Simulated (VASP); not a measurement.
# VH: single point with PBEsol

VH:

```
V H
1.0
     0.00000    1.95142    1.95142
     1.95142    0.00000    1.95142
     1.95142    1.95142    0.00000
V H
1 1
Direct
  0.00000 0.00000 0.00000
  0.50000 0.50000 0.50000
```

```yaml
Program: VASP 6.6.1
Task: single point
Functional: PBEsol
Potentials_or_basis: VASP PAW PBE potentials, release 64 (V_sv, H)
Cutoff: 500 eV
k_mesh: 10 × 10 × 10
Occupations: methfessel-paxton, width 0.1 eV
Spin: collinear spin, ferromagnetic start
Starting_moments: "[1.5, 0.0] μB"
Dipole_correction: no
Further_INCAR_settings: ALGO = Normal; EDIFF = 1e-06; NBANDS = 18
```

```
Pressure                                              : -0.1 GPa
Band gap on the k mesh                                : zero (filled and empty bands overlap)
Net moment                                            : 0.00 μB per cell
Valence electrons inside the program's atomic spheres : V 11.69; H 0.57
```

Levels at points of the mesh, in eV from the Fermi level:
Spin up:
```
           k point  band 4  band 5  band 6  band 7  band 8  band 9  band 10  band 11
(0.00, 0.00, 0.00)  -37.45  -10.60   -0.08   -0.08   -0.08    1.45     1.45    13.02
(0.50, 0.00, 0.00)  -37.54   -5.39   -3.91   -0.50   -0.50    2.66     2.66     7.50
(0.50, 0.50, 0.00)  -37.70   -7.69   -2.75    1.78    2.56    3.05     3.05     6.94
```
Spin down:
| k point | band 5 | band 6 | band 7 | band 8 | band 9 | band 10 |
| --- | --- | --- | --- | --- | --- | --- |
| (0.00, 0.00, 0.00) | -10.60 | -0.08 | -0.08 | -0.08 | 1.45 | 1.45 |
| (0.50, 0.00, 0.00) | -5.39 | -3.91 | -0.50 | -0.50 | 2.66 | 2.66 |
| (0.50, 0.50, 0.00) | -7.69 | -2.75 | 1.78 | 2.56 | 3.05 | 3.05 |

Wall time 21 s on 1 thread of Intel(R) Xeon(R) Platinum 8259CL CPU @ 2.50GHz (Skylake/Cascade Lake), on a shared host, peak memory 0.14 GiB.

Caveat: the PAW data sets were made with another functional, which shifts forces and pressure a little.
